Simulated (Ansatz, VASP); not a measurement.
# GaGe in VASP and in Ansatz

```
CELL_PARAMETERS angstrom
0.00000 2.98478 2.89784
2.98478 0.00000 2.89784
2.98478 2.98478 0.00000
ATOMIC_POSITIONS crystal
Ga 0.75000 0.75000 0.75000
Ge 0.00000 0.00000 0.00000
```

Change from the starting cell: strain +0.030 along x and y, +0.000 along z, atoms carried along.

Alike in both runs: task single point; functional PBE; k mesh 14 × 14 × 14; occupations gaussian, width 0.15 eV; no spin polarisation.

|  | VASP | Ansatz |
| --- | --- | --- |
| version | VASP 6.6.1 | Ansatz 0.2.0 |
| potentials or method | VASP PAW PBE potentials, release 64 (Ga_d, Ge_d), cutoff 520 eV | scalar-relativistic, plane waves, PAW |
| valence electrons in the cell | 27 | 27 |

|  | VASP | Ansatz | Ansatz less VASP |
| --- | --- | --- | --- |
| gap on the k mesh at the Fermi level (eV) | none | none | - |
| pressure (GPa) | -2.4 | -2.4 | -0.02 |

A gap of «none» marks a metal or a gap that the smearing closes.
